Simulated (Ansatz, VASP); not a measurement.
One calculation of RbBr, two programs

INCAR

```
  ALGO = Normal
  EDIFF = 1E-6
  ENCUT = 520
  GGA = PE
  ISIF = 2
  ISMEAR = -4
  LASPH = True
  LCHARG = False
  LREAL = False
  LWAVE = False
  NBANDS = 15
  NELM = 80
  PREC = Accurate
  SIGMA = 0.1
```

The input KPOINTS:

```
k-points
0
Gamma
  7 7 7
```

POSCAR

```
RbBr
1.0
    4.1928722427      0.0000000000      0.0000000000
    0.0000000000      4.1928722427      0.0000000000
    0.0000000000      0.0000000000      4.1928722427
Rb Br
1 1
Direct
    0.0000000000      0.0000000000      0.0000000000
    0.5000000000      0.5000000000      0.5000000000
```

Input for Ansatz:

```yaml
crystal:
  lattice:
    - [4.1928722427, 0.0, 0.0]
    - [0.0, 4.1928722427, 0.0]
    - [0.0, 0.0, 4.1928722427]
  atoms:
    - { symbol: Rb, position: [0.0, 0.0, 0.0] }
    - { symbol: Br, position: [0.5, 0.5, 0.5] }
kpoints:
  mp_grid: { grid: [7, 7, 7] }
scf:
  occupations: { method: tetrahedron_uncorrected }
hamiltonian:
  xc: pbe
  pseudopotentials: { kind: paw }
output:
  forces: true
  stress: true
  eigenvalues: true
  populations: true
```

Alike in both runs: task single point; functional PBE; k mesh 7 × 7 × 7; no spin polarisation.

|  | VASP | Ansatz |
| --- | --- | --- |
| version | VASP 6.6.1 | Ansatz 0.2.0 |
| potentials or method | VASP PAW PBE potentials, release 64 (Rb_sv, Br) | PAW with Ansatz's default frozen-core files, scalar-relativistic |
| plane-wave cutoff (eV) | 520 | 420 |
| occupations | tetrahedron | tetrahedron-uncorrected |
| valence electrons in the cell | 16 | 16 |

Ansatz gave:

* gap on the k mesh at the Fermi level (eV): 3.95
* pressure (GPa): 0.0

**Question.** What did VASP give for the same quantities?

**Answer.** gap on the k mesh at the Fermi level (eV): 3.94; pressure (GPa): 0.1.

Ansatz's warnings: band table not solved further.
